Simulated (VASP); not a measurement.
# Ir (I4/mmm) in VASP: further runs

The runs below take Ir through single point, with PBE.

Everything below comes from runs of VASP 6.6.1. Logs are shortened: lines on timing, memory, paths and dates and some standing lists are left out, and cuts for length are marked.

## 1. The cell of the first run

The structure is tetragonal, space group I4/mmm (No. 139). The conventional cell has a = 3.086 Å, b = 3.086 Å, c = 3.044 Å, α = 90.00°, β = 90.00°, γ = 90.00°. Within 3.5 Å of Ir (site symmetry 4/mmm) lie 14 Ir at 2.66 to 3.09 Å.

## 2. Single point, PBE (14.49 Å³/atom)

INCAR reads:

```
SYSTEM = Ir
PREC = Accurate ; ENCUT = 520
EDIFF = 1E-6 ; ISMEAR = 0
SIGMA = 0.15 ; LREAL = .FALSE.
LASPH = .TRUE. ; NELM = 60
ALGO = Normal ; ISIF = 2
LWAVE = .FALSE. ; LCHARG = .FALSE.
GGA = PE ; NBANDS = 10
```

KPOINTS reads:

```
regular mesh
0
G
  22 22 22
  0 0 0
```

POSCAR reads:

```
Ir
1.0
    0.0000000000      2.1821993008      1.5218657924
    2.1821993008      0.0000000000      1.5218657924
    2.1821993008      2.1821993008      0.0000000000
Ir
1
Direct
    0.0000000000      0.0000000000      0.0000000000
```

Potentials or basis: VASP PAW PBE potentials, release 64 (Ir).

Command:

```
> cat potpaw_PBE.64/Ir/POTCAR > POTCAR
> mpirun -np 1 vasp_std > vasp.out
```

OUTCAR:

```text
SYSTEM = Ir
   PREC = Accurate
   ENCUT = 520
   EDIFF = 1E-6
   ISMEAR = 0
   LREAL = .FALSE.
   LASPH = .TRUE.
   NELM = 60
   ISIF = 2
   GGA = PE

 ion  position               nearest neighbor table
   1  0.000  0.000  0.000-

  LATTYP: Found a body centered tetragonal cell.
 ALAT       =     3.0860958470
 C/A-ratio  =     0.9862725384

  Lattice vectors:

 A1 = (   0.0000000000,  -2.1821993008,  -1.5218657924)
 A2 = (   0.0000000000,   2.1821993008,  -1.5218657924)
 A3 = (   2.1821993008,   0.0000000000,   1.5218657924)

Analysis of symmetry for initial positions (statically):
=====================================================================
 Subroutine PRICEL returns:
 Original cell was already a primitive cell.

 Routine SETGRP: Setting up the symmetry group for a
 body centered tetragonal supercell.

 Subroutine GETGRP returns: Found 16 space group operations
 (whereof 16 operations were pure point group operations)
 out of a pool of 16 trial point group operations.

The static configuration has the point symmetry D_4h.

Analysis of symmetry for dynamics (positions and initial velocities):
=====================================================================
 Subroutine PRICEL returns:
 Original cell was already a primitive cell.

 Routine SETGRP: Setting up the symmetry group for a
 body centered tetragonal supercell.

 Subroutine GETGRP returns: Found 16 space group operations
 (whereof 16 operations were pure point group operations)
 out of a pool of 16 trial point group operations.

The dynamic configuration has the point symmetry D_4h.

 Subroutine INISYM returns: Found 16 space group operations
 (whereof 16 operations are pure point group operations),
 and found     1 'primitive' translations

----------------------------------------------------------------------------------------

                                     Primitive cell

  volume of cell :      14.4942

  direct lattice vectors                    reciprocal lattice vectors
     0.000000000  2.182199301  1.521865792    -0.229126643  0.229126643  0.328544082
     2.182199301  0.000000000  1.521865792     0.229126643 -0.229126643  0.328544082
     2.182199301  2.182199301  0.000000000     0.229126643  0.229126643 -0.328544082

  length of vectors
     2.660464110  2.660464110  3.086095847     0.461453411  0.461453411  0.461453411

  position of ions in fractional coordinates (direct lattice)
     0.000000000  0.000000000  0.000000000

  ion indices of the primitive-cell ions
   primitive index   ion index
                 1           1

----------------------------------------------------------------------------------------

 KPOINTS: regular mesh

Automatic generation of k-mesh.
 Grid dimensions read from file:
 generate k-points for:   22   22   22

 Generating k-lattice:

  Cartesian coordinates                     Fractional coordinates (reciprocal lattice)
    -0.010414847  0.010414847  0.014933822     0.045454545 -0.000000000  0.000000000
     0.010414847 -0.010414847  0.014933822    -0.000000000  0.045454545  0.000000000
     0.010414847  0.010414847 -0.014933822     0.000000000  0.000000000  0.045454545

  Length of vectors
     0.020975155  0.020975155  0.020975155

  Shift w.r.t. Gamma in fractional coordinates (k-lattice)
     0.000000000  0.000000000  0.000000000

 Subroutine IBZKPT returns following result:
 ===========================================

 Found    834 irreducible k-points:

 Following reciprocal coordinates:
            Coordinates               Weight
  0.000000  0.000000  0.000000      1.000000
  0.045455  0.000000  0.000000      8.000000
  0.090909  0.000000  0.000000      8.000000
  0.136364  0.000000  0.000000      8.000000
  0.181818  0.000000  0.000000      8.000000
  0.227273  0.000000  0.000000      8.000000
[... 16 lines left out ...]
  0.500000  0.045455  0.000000      8.000000
 -0.454545  0.045455  0.000000      8.000000
 [... further k-points ...]
   k-points           NKPTS =    834   k-points in BZ     NKDIM =    834   number of bands    NBANDS=     10
   number of dos      NEDOS =    301   number of ions     NIONS =      1
   total plane-waves  NPLWV =   9600
   dimension x,y,z NGX =    20 NGY =   20 NGZ =   24
   dimension x,y,z NGXF=    40 NGYF=   40 NGZF=   48
   ions per type =               1
   NGX,Y,Z   is equivalent  to a cutoff of  12.50, 12.50, 12.93 a.u.
   NGXF,Y,Z  is equivalent  to a cutoff of  25.00, 25.00, 25.86 a.u.
 SYSTEM =  Ir
   PREC   = accura    normal or accurate (medium, high low for compatibility)
   ISTART =      0    job   : 0-new  1-cont  2-samecut
   ICHARG =      2    charge: 1-file 2-atom 10-const
   ISPIN  =      1    spin polarized calculation?
   LNONCOLLINEAR =      F non collinear calculations
   LSORBIT =      F    spin-orbit coupling
   LASPH  =      T    aspherical Exc in radial PAW
   ENCUT  =  520.0 eV  38.22 Ry    6.18 a.u.   4.95  4.95  5.74*2*pi/ulx,y,z
   NELM   =     60;   NELMIN=  2; NELMDL= -5     # of ELM steps
   EDIFF  = 0.1E-05   stopping-criterion for ELM
   LREAL  =      F    real-space projection
   EDIFFG = 0.1E-04   stopping-criterion for IOM
   NSW    =      0    number of steps for IOM
   IBRION =     -1    ionic relax: 0-MD 1-quasi-New 2-CG
   NFREE  =      0    steps in history (QN), initial steepest desc. (CG)
   ISIF   =      2    stress and relaxation
   ISYM   =      2    0-nonsym 1-usesym 2-fastsym
   POTIM  = 0.5000    time-step for ionic-motion
   TEBEG  =    0.0;   TEEND  =   0.0 temperature during run
   PSTRESS=    0.0 pullay stress
   NELECT =       9.0000    total number of electrons
   NUPDOWN=      -1.0000    fix difference up-down
   EMIN   =  10.00;   EMAX   =-10.00  energy-range for DOS
   EFERMI =   0.00;   METHOD = LEGACY
   ISMEAR =     0;   SIGMA  =   0.15  broadening in eV -4-tet -1-fermi 0-gaus
   EFERMI_NEDOS =   21; number of points for ismear=-14 and -15
   IALGO  =     38    algorithm
   IMIX   =      4    mixing-type and parameters
     AMIX     =   0.40;   BMIX     =  1.00
     AMIX_MAG =   1.60;   BMIX_MAG =  1.00
  volume/ion in A,a.u.               =      14.49        97.81
  Fermi-wavevector in a.u.,A,eV,Ry     =   1.396660  2.639304 26.540319  1.950658
  Thomas-Fermi vector in A             =   2.519992
   LORBIT       =      0    0 simple, 1 ext, 2 COOP (PROOUT), +10 PAW based schemes
   GGA     = PE    functional components
   LHFCALC =     F    Hartree Fock is set to
   AEXX    =    0.0000 exact exchange contribution
   IVDW    =     0    specifies the selected vdW correction
   LEPSILON=     F    determine dielectric tensor
   LRPA    =     F    only Hartree local field effects (RPA)
 non-spin polarized calculation
 Gauss-broadening in eV      SIGMA  =   0.15
  energy-cutoff  :      520.00
  volume of cell :       14.49
 maximum number of plane-waves:       406
   NGX =  9   NGY =  9   NGZ = 11

 number of electron       9.0000000 magnetization

 Free energy of the ion-electron system (eV)
  ---------------------------------------------------
  ext. energy  EPLUGINS =         0.00000000
  ---------------------------------------------------
  free energy    TOTEN  =        -8.21175476 eV

  energy without entropy =       -8.18283761  energy(sigma->0) =       -8.19729618

 E-fermi :   9.7456     XC(G=0): -13.8254

 val. band max:        9.7448396363   @ k =  -0.4091   0.0909   0.4091
 cond. band min:       9.7463231700   @ k =  -0.3636   0.1818   0.4091
 fundamental gap:      0.0014835337
 Fermi energy:         9.7455549002

 k-point     1 :       0.0000    0.0000    0.0000
  band No.  band energies     occupation
      1      -0.8599      2.00000
      2       6.0711      2.00000
      3       6.1995      2.00000
      4       6.1995      2.00000
      5       9.0844      2.00000
      6       9.3317      1.99990
      7      26.6036      0.00000
      8      26.6036      0.00000
      9      26.9136      0.00000
     10      37.5720      0.00000

 k-point     2 :       0.0455    0.0000    0.0000
  band No.  band energies     occupation
      1      -0.7641      2.00000
      2       6.0648      2.00000
      3       6.1962      2.00000
      4       6.2449      2.00000
      5       9.0702      2.00000
      6       9.2869      1.99998
      7      26.7024      0.00000
      8      26.7543      0.00000
      9      27.0075      0.00000
     10      36.5617      0.00000

 k-point     3 :       0.0909    0.0000    0.0000
  band No.  band energies     occupation
      1      -0.4824      2.00000
      2       5.9536      2.00000
      3       6.1796      2.00000
      4       6.4771      2.00000
      5       8.9917      2.00000
      6       9.2188      2.00000
      7      26.9072      0.00000
      8      27.1983      0.00000
      9      27.2735      0.00000
     10      35.0364      0.00000

 k-point     4 :       0.1364    0.0000    0.0000
  band No.  band energies     occupation
      1      -0.0345      2.00000
      2       5.7595      2.00000
      3       6.1365      2.00000
      4       6.8835      2.00000
      5       8.8422      2.00000
      6       9.2110      2.00000
      7      27.0373      0.00000
      8      27.5340      0.00000
      9      27.9132      0.00000
     10      33.8309      0.00000

 k-point     5 :       0.1818    0.0000    0.0000
  band No.  band energies     occupation
      1       0.5405      2.00000
      2       5.5171      2.00000
      3       6.0695      2.00000
      4       7.4401      2.00000
      5       8.7279      2.00000
      6       9.2425      2.00000
      7      26.8876      0.00000
      8      27.3517      0.00000
      9      28.8647      0.00000
     10      33.2366      0.00000

 k-point     6 :       0.2273    0.0000    0.0000
  band No.  band energies     occupation
      1       1.1710      2.00000
      2       5.2529      2.00000
      3       6.0354      2.00000
      4       8.1255      2.00000
      5       8.7106      2.00000
      6       9.2995      1.99997
      7      26.2829      0.00000
      8      26.4302      0.00000
      9      30.0092      0.00000
     10      33.3999      0.00000

 k-point     7 :       0.2727    0.0000    0.0000
  band No.  band energies     occupation
      1       1.7407      2.00000
      2       4.9907      2.00000
      3       6.1636      2.00000
      4       8.7890      2.00000
      5       8.9105      2.00000
      6       9.3779      1.99947
      7      24.7706      0.00000
      8      25.5487      0.00000
      9      31.2919      0.00000
     10      32.4296      0.00000

 k-point     8 :       0.3182    0.0000    0.0000
  band No.  band energies     occupation
      1       2.1207      2.00000
      2       4.7505      2.00000
      3       6.5963      2.00000
      4       8.9304      2.00000
      5       9.4717      1.99017
      6       9.7523      0.94950
      7      22.9592      0.00000
      8      24.6772      0.00000
      9      30.6675      0.00000
     10      32.6516      0.00000

 k-point     9 :       0.3636    0.0000    0.0000
  band No.  band energies     occupation
      1       2.2780      2.00000
      2       4.5482      2.00000
      3       7.3474      2.00000
      4       9.0982      2.00000
      5       9.5710      1.90020
      6      10.5876      0.00000
      7      21.1465      0.00000
      8      23.8975      0.00000
      9      29.0794      0.00000
     10      33.9835      0.00000
[... 118 lines left out ...]
 k-point    19 :       0.3182    0.0455    0.0000
  band No.  band energies     occupation
      1       2.2124      2.00000
      2       4.8312      2.00000
      3       6.5025      2.00000
      4       8.7340      2.00000
      5       9.6759      1.48873
      6       9.7198      1.19167
      7      22.9145      0.00000
      8      24.8736      0.00000
      9      30.3353      0.00000
     10      33.0786      0.00000

 k-point    20 :       0.3636    0.0455    0.0000
  band No.  band energies     occupation
      1       2.3659      2.00000
      2       4.6311      2.00000
      3       7.1284      2.00000
      4       8.9693      2.00000
      5       9.8219      0.47150
      6      10.5589      0.00000
      7      21.1309      0.00000
      8      24.0932      0.00000
      9      28.8685      0.00000
     10      34.2870      0.00000

 k-point    21 :       0.4091    0.0455    0.0000
  band No.  band energies     occupation
      1       2.3800      2.00000
      2       4.4808      2.00000
      3       7.8163      2.00000
      4       9.1324      2.00000
      5      10.1267      0.00033
      6      11.3012      0.00000
      7      19.5064      0.00000
      8      23.4964      0.00000
      9      27.6070      0.00000
     10      34.6090      0.00000

 k-point    22 :       0.4545    0.0455    0.0000
  band No.  band energies     occupation
      1       2.3516      2.00000
      2       4.3882      2.00000
      3       8.3552      2.00000
      4       9.1107      2.00000
      5      10.5938      0.00000
      6      11.8280      0.00000
      7      18.2765      0.00000
      8      23.1271      0.00000
      9      26.7537      0.00000
     10      34.4715      0.00000

 k-point    23 :       0.5000    0.0455    0.0000
  band No.  band energies     occupation
      1       2.3368      2.00000
      2       4.3578      2.00000
      3       8.6310      2.00000
      4       8.9799      2.00000
      5      10.8466      0.00000
      6      12.0230      0.00000
      7      17.8003      0.00000
      8      23.0065      0.00000
      9      26.4464      0.00000
     10      34.4233      0.00000

 k-point    24 :      -0.4545    0.0455    0.0000
  band No.  band energies     occupation
      1       2.3524      2.00000
      2       4.3910      2.00000
      3       8.3836      2.00000
      4       9.0377      2.00000
      5      10.6027      0.00000
      6      11.8339      0.00000
      7      18.3039      0.00000
      8      23.1411      0.00000
      9      26.7423      0.00000
     10      34.5359      0.00000

 [... further k-points ...]
[... 5 lines left out ...]
  --------------------------------------------------------------------------------------
  -------------------------------------------------------------------------------------
  Total        1.4602076      1.4602076      0.6536036      0.0000000      0.0000000      0.0000000
  in kB      161.4098460    161.4098460     72.2486658      0.0000000      0.0000000      0.0000000
  external PRESSURE =     131.6894526 kB  Pullay stress =       0.0000000 kB

 VOLUME and BASIS-vectors are now :
 -----------------------------------------------------------------------------
  energy-cutoff  :      520.00
  volume of cell :       14.49
      direct lattice vectors                 reciprocal lattice vectors
     0.000000000  2.182199301  1.521865792    -0.229126643  0.229126643  0.328544082
     2.182199301  0.000000000  1.521865792     0.229126643 -0.229126643  0.328544082
     2.182199301  2.182199301  0.000000000     0.229126643  0.229126643 -0.328544082

 POSITION                                       TOTAL-FORCE (eV/Angst)
 -----------------------------------------------------------------------------------
      0.00000      0.00000      0.00000        -0.000000      0.000000     -0.000000
 -----------------------------------------------------------------------------------
    total drift:                                0.000000     -0.000000      0.000000

  FREE ENERGIE OF THE ION-ELECTRON SYSTEM (eV)
  ---------------------------------------------------
  free  energy   TOTEN  =        -8.2117547611 eV

  energy  without entropy=       -8.1828376073  energy(sigma->0) =       -8.19729618
```

Wall time 60 s (1 thread of Intel Xeon Platinum 8559C (Emerald Rapids), shared host); peak memory 0.24 GiB.

What came out:

| Quantity | Value |
| --- | --- |
| Free energy | -8.2118 eV |
| Pressure | 13.2 GPa |
| Band gap on the k mesh | zero (an odd number of electrons rules out a gap without spin polarisation) |

Stress tensor (GPa, compression positive):
```
16.14  0.00  0.00
 0.00 16.14  0.00
 0.00  0.00  7.22
```

Levels at points of the mesh, in eV from the Fermi level:
| k point | band 1 | band 2 | band 3 | band 4 | band 5 | band 6 | band 7 | band 8 | band 9 |
| --- | --- | --- | --- | --- | --- | --- | --- | --- | --- |
| (0.00, 0.00, 0.00) | -10.61 | -3.67 | -3.55 | -3.55 | -0.66 | -0.41 | 16.86 | 16.86 | 17.17 |
| (0.50, 0.00, 0.00) | -7.49 | -5.48 | -0.64 | -0.03 | 0.00 | 2.29 | 8.08 | 13.03 | 16.87 |
| (0.50, 0.50, 0.00) | -7.06 | -7.04 | 1.54 | 1.54 | 1.62 | 7.81 | 7.81 | 8.25 | 14.79 |
| (0.50, 0.00, 0.50) | -7.51 | -5.33 | -0.85 | -0.12 | -0.07 | 2.25 | 7.96 | 13.18 | 17.22 |

Caveat: the cell stands under pressure; spin-orbit coupling is left out, which moves the levels of the heavy elements.

(Part 1 of 2 ends here.)
